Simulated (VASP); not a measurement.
# Ga3Sn (Pm-3m) in VASP: further runs, part 2 of 2

VASP 6.6.1. The steps go on from the part before.

## 3. Single point, LDA

The input, INCAR:

```
SYSTEM = Ga3Sn
PREC     = Accurate       ! precision mode
ENCUT    = 520            ! plane-wave cutoff, eV
EDIFF    = 1E-7           ! SCF threshold, eV
ISMEAR   = -1             ! smearing method
SIGMA    = 0.15           ! smearing width, eV
LREAL    = .FALSE.        ! projectors in reciprocal space
LASPH    = .TRUE.         ! aspherical terms in the spheres
NELM     = 60             ! most SCF steps
ALGO     = Normal         ! electronic algorithm
ISIF     = 2              ! what is computed and relaxed
LWAVE    = .FALSE.        ! write WAVECAR
LCHARG   = .FALSE.        ! write CHGCAR
NBANDS   = 34             ! bands
```

The input, KPOINTS:

```
regular mesh
0
G
  5 5 5
  0 0 0
```

The input, POSCAR:

```
Ga3Sn
1.0
    4.3752430000      0.0000000000      0.0000000000
    0.0000000000      4.3752430000      0.0000000000
    0.0000000000      0.0000000000      4.3752430000
Ga Sn
3 1
Direct
    0.0000000000      0.5000000000      0.5000000000
    0.5000000000      0.0000000000      0.5000000000
    0.5000000000      0.5000000000      0.0000000000
    0.0000000000      0.0000000000      0.0000000000
```

Potentials or basis: VASP PAW LDA potentials, release 64 (Ga_d, Sn_d).

On the command line:

```console
> cat potpaw_LDA.64/Ga_d/POTCAR potpaw_LDA.64/Sn_d/POTCAR > POTCAR
> mpirun -np 1 vasp_std > vasp.out
```

OUTCAR:

```text
SYSTEM = Ga3Sn
   PREC = Accurate
   ENCUT = 520
   EDIFF = 1E-7
   ISMEAR = -1
   LREAL = .FALSE.
   LASPH = .TRUE.
   NELM = 60
   ISIF = 2

 ion  position               nearest neighbor table
   1  0.000  0.500  0.500-   4 3.09   4 3.09   4 3.09   4 3.09
   2  0.500  0.000  0.500-   4 3.09   4 3.09   4 3.09   4 3.09
   3  0.500  0.500  0.000-   4 3.09   4 3.09   4 3.09   4 3.09
   4  0.000  0.000  0.000-   1 3.09   2 3.09   3 3.09   1 3.09   2 3.09   1 3.09   3 3.09   1 3.09
                             2 3.09   3 3.09   2 3.09   3 3.09

  LATTYP: Found a simple cubic cell.
 ALAT       =     4.3752430000

  Lattice vectors:

 A1 = (   4.3752430000,   0.0000000000,   0.0000000000)
 A2 = (   0.0000000000,   4.3752430000,   0.0000000000)
 A3 = (   0.0000000000,   0.0000000000,   4.3752430000)

Analysis of symmetry for initial positions (statically):
=====================================================================
 Subroutine PRICEL returns:
 Original cell was already a primitive cell.

 Routine SETGRP: Setting up the symmetry group for a
 simple cubic supercell.

 Subroutine GETGRP returns: Found 48 space group operations
 (whereof 48 operations were pure point group operations)
 out of a pool of 48 trial point group operations.

The static configuration has the point symmetry O_h .

Analysis of symmetry for dynamics (positions and initial velocities):
=====================================================================
 Subroutine PRICEL returns:
 Original cell was already a primitive cell.

 Routine SETGRP: Setting up the symmetry group for a
 simple cubic supercell.

 Subroutine GETGRP returns: Found 48 space group operations
 (whereof 48 operations were pure point group operations)
 out of a pool of 48 trial point group operations.

The dynamic configuration has the point symmetry O_h .

 Subroutine INISYM returns: Found 48 space group operations
 (whereof 48 operations are pure point group operations),
 and found     1 'primitive' translations

----------------------------------------------------------------------------------------

                                     Primitive cell

  volume of cell :      83.7542

  direct lattice vectors                    reciprocal lattice vectors
     4.375243000  0.000000000  0.000000000     0.228558734  0.000000000  0.000000000
     0.000000000  4.375243000  0.000000000     0.000000000  0.228558734  0.000000000
     0.000000000  0.000000000  4.375243000     0.000000000  0.000000000  0.228558734

  length of vectors
     4.375243000  4.375243000  4.375243000     0.228558734  0.228558734  0.228558734

  position of ions in fractional coordinates (direct lattice)
     0.000000000  0.500000000  0.500000000
     0.500000000  0.000000000  0.500000000
     0.500000000  0.500000000  0.000000000
     0.000000000  0.000000000  0.000000000

  ion indices of the primitive-cell ions
   primitive index   ion index
                 1           1
                 2           2
                 3           3
                 4           4

----------------------------------------------------------------------------------------

 KPOINTS: regular mesh

Automatic generation of k-mesh.
 Grid dimensions read from file:
 generate k-points for:    5    5    5

 Generating k-lattice:

  Cartesian coordinates                     Fractional coordinates (reciprocal lattice)
     0.045711747  0.000000000  0.000000000     0.200000000  0.000000000  0.000000000
     0.000000000  0.045711747  0.000000000     0.000000000  0.200000000  0.000000000
     0.000000000  0.000000000  0.045711747     0.000000000  0.000000000  0.200000000

  Length of vectors
     0.045711747  0.045711747  0.045711747

  Shift w.r.t. Gamma in fractional coordinates (k-lattice)
     0.000000000  0.000000000  0.000000000

 Subroutine IBZKPT returns following result:
 ===========================================

 Found     10 irreducible k-points:

 Following reciprocal coordinates:
            Coordinates               Weight
  0.000000  0.000000  0.000000      1.000000
  0.200000  0.000000  0.000000      6.000000
  0.400000  0.000000  0.000000      6.000000
  0.200000  0.200000  0.000000     12.000000
  0.400000  0.200000  0.000000     24.000000
  0.400000  0.400000  0.000000     12.000000
  0.200000  0.200000  0.200000      8.000000
  0.400000  0.200000  0.200000     24.000000
  0.400000  0.400000  0.200000     24.000000
  0.400000  0.400000  0.400000      8.000000
   k-points           NKPTS =     10   k-points in BZ     NKDIM =     10   number of bands    NBANDS=     34
   number of dos      NEDOS =    301   number of ions     NIONS =      4
   total plane-waves  NPLWV =  46656
   dimension x,y,z NGX =    36 NGY =   36 NGZ =   36
   dimension x,y,z NGXF=    72 NGYF=   72 NGZF=   72
   ions per type =               3   1
   NGX,Y,Z   is equivalent  to a cutoff of  13.68, 13.68, 13.68 a.u.
   NGXF,Y,Z  is equivalent  to a cutoff of  27.36, 27.36, 27.36 a.u.
 SYSTEM =  Ga3Sn
   PREC   = accura    normal or accurate (medium, high low for compatibility)
   ISTART =      0    job   : 0-new  1-cont  2-samecut
   ICHARG =      2    charge: 1-file 2-atom 10-const
   ISPIN  =      1    spin polarized calculation?
   LNONCOLLINEAR =      F non collinear calculations
   LSORBIT =      F    spin-orbit coupling
   LASPH  =      T    aspherical Exc in radial PAW
   ENCUT  =  520.0 eV  38.22 Ry    6.18 a.u.   8.14  8.14  8.14*2*pi/ulx,y,z
   NELM   =     60;   NELMIN=  2; NELMDL= -5     # of ELM steps
   EDIFF  = 0.1E-06   stopping-criterion for ELM
   LREAL  =      F    real-space projection
   EDIFFG = 0.1E-05   stopping-criterion for IOM
   NSW    =      0    number of steps for IOM
   IBRION =     -1    ionic relax: 0-MD 1-quasi-New 2-CG
   NFREE  =      0    steps in history (QN), initial steepest desc. (CG)
   ISIF   =      2    stress and relaxation
   ISYM   =      2    0-nonsym 1-usesym 2-fastsym
   POTIM  = 0.5000    time-step for ionic-motion
   TEBEG  =    0.0;   TEEND  =   0.0 temperature during run
   PSTRESS=    0.0 pullay stress
   NELECT =      53.0000    total number of electrons
   NUPDOWN=      -1.0000    fix difference up-down
   EMIN   =  10.00;   EMAX   =-10.00  energy-range for DOS
   EFERMI =   0.00;   METHOD = LEGACY
   ISMEAR =    -1;   SIGMA  =   0.15  broadening in eV -4-tet -1-fermi 0-gaus
   EFERMI_NEDOS =   21; number of points for ismear=-14 and -15
   IALGO  =     38    algorithm
   IMIX   =      4    mixing-type and parameters
     AMIX     =   0.40;   BMIX     =  1.00
     AMIX_MAG =   1.60;   BMIX_MAG =  1.00
  volume/ion in A,a.u.               =      20.94       141.30
  Fermi-wavevector in a.u.,A,eV,Ry     =   1.405501  2.656012 26.877413  1.975434
  Thomas-Fermi vector in A             =   2.527956
   LORBIT       =      0    0 simple, 1 ext, 2 COOP (PROOUT), +10 PAW based schemes
   GGA     = CA    functional components
   LHFCALC =     F    Hartree Fock is set to
   AEXX    =    0.0000 exact exchange contribution
   IVDW    =     0    specifies the selected vdW correction
   LEPSILON=     F    determine dielectric tensor
   LRPA    =     F    only Hartree local field effects (RPA)
 non-spin polarized calculation
  energy-cutoff  :      520.00
  volume of cell :       83.75
 maximum number of plane-waves:      2301
 NGX is ok and might be reduce to    36
   NGX = 17   NGY = 17   NGZ = 17

 number of electron      52.9999992 magnetization

 Free energy of the ion-electron system (eV)
  ---------------------------------------------------
  ext. energy  EPLUGINS =         0.00000000
  ---------------------------------------------------
  free energy    TOTEN  =       -14.92123908 eV

  energy without entropy =      -14.75004867  energy(sigma->0) =      -14.83564388

 E-fermi :   6.2097     XC(G=0): -11.0966

 val. band max:        6.1455444834   @ k =   0.4000   0.2000   0.0000
 cond. band min:       6.2105423312   @ k =   0.2000   0.2000   0.0000
 fundamental gap:      0.0649978478
 Fermi energy:         6.2097260306

 k-point     1 :       0.0000    0.0000    0.0000
  band No.  band energies     occupation
      1     -15.1991      2.00000
      2     -15.1991      2.00000
      3     -15.1935      2.00000
      4     -15.1935      2.00000
      5     -15.1935      2.00000
      6      -8.9230      2.00000
[... 359 lines left out ...]
     33      13.8995      0.00000
     34      13.9013      0.00000

------------------------ aborting loop because EDIFF is reached ----------------------------------------

  FORCE on cell =-STRESS in cart. coord.  units (eV):
  Direction    XX          YY          ZZ          XY          YZ          ZX
  --------------------------------------------------------------------------------------
  -------------------------------------------------------------------------------------
  Total       -1.6947065     -1.6947065     -1.6947065      0.0000000     -0.0000000     -0.0000000
  in kB      -32.4189201    -32.4189201    -32.4189201      0.0000000     -0.0000000     -0.0000000
  external PRESSURE =     -32.4189201 kB  Pullay stress =       0.0000000 kB

 VOLUME and BASIS-vectors are now :
 -----------------------------------------------------------------------------
  energy-cutoff  :      520.00
  volume of cell :       83.75
      direct lattice vectors                 reciprocal lattice vectors
     4.375243000  0.000000000  0.000000000     0.228558734  0.000000000  0.000000000
     0.000000000  4.375243000  0.000000000     0.000000000  0.228558734  0.000000000
     0.000000000  0.000000000  4.375243000     0.000000000  0.000000000  0.228558734

 POSITION                                       TOTAL-FORCE (eV/Angst)
 -----------------------------------------------------------------------------------
      0.00000      2.18762      2.18762         0.000000      0.000000      0.000000
      2.18762      0.00000      2.18762         0.000000      0.000000      0.000000
      2.18762      2.18762      0.00000         0.000000      0.000000      0.000000
      0.00000      0.00000      0.00000         0.000000      0.000000      0.000000
 -----------------------------------------------------------------------------------
    total drift:                                0.000000      0.000000      0.000000

  FREE ENERGIE OF THE ION-ELECTRON SYSTEM (eV)
  ---------------------------------------------------
  free  energy   TOTEN  =       -14.9212390811 eV

  energy  without entropy=      -14.7500486718  energy(sigma->0) =      -14.83564388
```

It took 20 s on 1 thread of Intel Xeon 6975P-C, shared host; peak memory 0.18 GiB.

Results:

| Quantity | Value |
| --- | --- |
| Free energy | -14.9212 eV |
| Pressure | -3.2 GPa |

Levels at points of the mesh, in eV from the Fermi level:
| k point | band 24 | band 25 | band 26 | band 27 | band 28 | band 29 |
| --- | --- | --- | --- | --- | --- | --- |
| (0.00, 0.00, 0.00) | -2.98 | -2.95 | -2.95 | -2.95 | 3.93 | 3.93 |

Caveat: spin-orbit coupling is left out, which moves the levels of the heavy elements.
